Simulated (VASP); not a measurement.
Write the native input for VASP 6.6.1 that does the following.

```yaml
Task: relaxation of cell and atoms
Functional: PBE
Potentials_or_basis: VASP PAW PBE potentials, release 64 (Sr_sv, B, Pt)
Cutoff: 600 eV
k_mesh: 8 × 8 × 8
Occupations: gaussian, width 0.1 eV
Spin: no spin polarisation
Dipole_correction: no
Further_INCAR_settings: ALGO = Normal; EDIFF = 1e-06; IBRION = 2; EDIFFG = -0.01; NSW = 100; ISIF = 3
```

The structure of SrB3Pt lies in POSCAR:

```
SrB3Pt
1.0
    4.6008303401      0.0000000000      0.0000000000
    0.0000000000      4.6008303401      0.0000000000
    0.0000000000      0.0000000000      4.6008303401
Sr B Pt
1 3 1
Direct
    0.0000000000      0.0000000000      0.0000000000
    0.5000000000      0.0000000000      0.0000000000
    0.0000000000      0.5000000000      0.0000000000
    0.0000000000      0.0000000000      0.5000000000
    0.5000000000      0.5000000000      0.5000000000
```

The cell was built from a structure type or drawn by symmetry, and may not be a known phase.

One way to write it, as run:

INCAR

```
PREC     = Accurate       # precision mode
ENCUT    = 600            # plane-wave cutoff, eV
EDIFF    = 1E-6           # SCF threshold, eV
ISMEAR   = 0              # smearing method
SIGMA    = 0.1            # smearing width, eV
LREAL    = F              # projectors in reciprocal space
LASPH    = T              # aspherical terms in the spheres
NELM     = 100            # most SCF steps
ALGO     = Normal         # electronic algorithm
ISIF     = 3              # what is computed and relaxed
LWAVE    = F              # write WAVECAR
LCHARG   = F              # write CHGCAR
GGA      = PE             # functional
IBRION   = 2              # ionic algorithm
NSW      = 100            # ionic steps
EDIFFG   = -0.01          # ionic threshold
```

KPOINTS

```
Automatic mesh
0
Gamma
  8 8 8
```

Potentials or basis: VASP PAW PBE potentials, release 64 (Sr_sv, B, Pt).

Command:

```bash
$ cat potpaw_PBE.64/Sr_sv/POTCAR potpaw_PBE.64/B/POTCAR potpaw_PBE.64/Pt/POTCAR > POTCAR
$ mpirun -np 1 vasp_std > vasp.out
```

Results of the run:

```json
{"Relaxed volume": "18.95 Å³/atom", "Relaxed cell": "a = 4.559 Å, b = 4.559 Å, c = 4.559 Å, α = 90.00°, β = 90.00°, γ = 90.00°", "Space group after relaxing (to 0.1 Å)": "Pm-3m (No. 221)", "Energy gained by relaxing": "0.8 meV/atom", "Ionic steps": "3", "Pressure after relaxing": "0.0 GPa"}
```

Caveat: the highest band is partly filled, so the run has too few bands.

It took 86 s on 1 thread of Intel(R) Xeon(R) 6975P-C (Granite Rapids) (shared host), peak memory 0.31 GiB.
